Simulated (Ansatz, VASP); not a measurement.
## One calculation of AlN, two programs

```
Al N
1.0
     3.34110    0.00000    0.00000
    -1.67055    2.89348    0.00000
     0.00000    0.00000    4.22280
Al N
2 2
Direct
  0.33333 0.66667 0.75000
  0.66667 0.33333 0.25000
  0.33333 0.66667 0.25000
  0.66667 0.33333 0.75000
```

Alike in both runs: task single point; functional PBEsol; k mesh 9 × 9 × 6; occupations gaussian, width 0.05 eV; no spin polarisation.

|  | VASP | Ansatz |
| --- | --- | --- |
| version | VASP 6.6.1 | Ansatz 0.2.0 |
| potentials or method | VASP PAW PBE potentials, release 64 (Al, N), cutoff 520 eV | scalar-relativistic, plane waves, PAW |
| valence electrons in the cell | 16 | 16 |

VASP gave:

- gap on the k mesh at the Fermi level (eV): 3.00
- least direct gap on the mesh (eV): 3.00
- pressure (GPa): -8.5
- traceless stress, the component that is largest in VASP (GPa): 0.15

Problem. Which values does Ansatz return?

Solution. gap on the k mesh at the Fermi level (eV): 2.99; least direct gap on the mesh (eV): 2.99; pressure (GPa): -8.5; traceless stress, the component that is largest in VASP (GPa): 0.16.

VASP's potentials were made for PBE, not for PBEsol, and Ansatz warns of the same on its side.
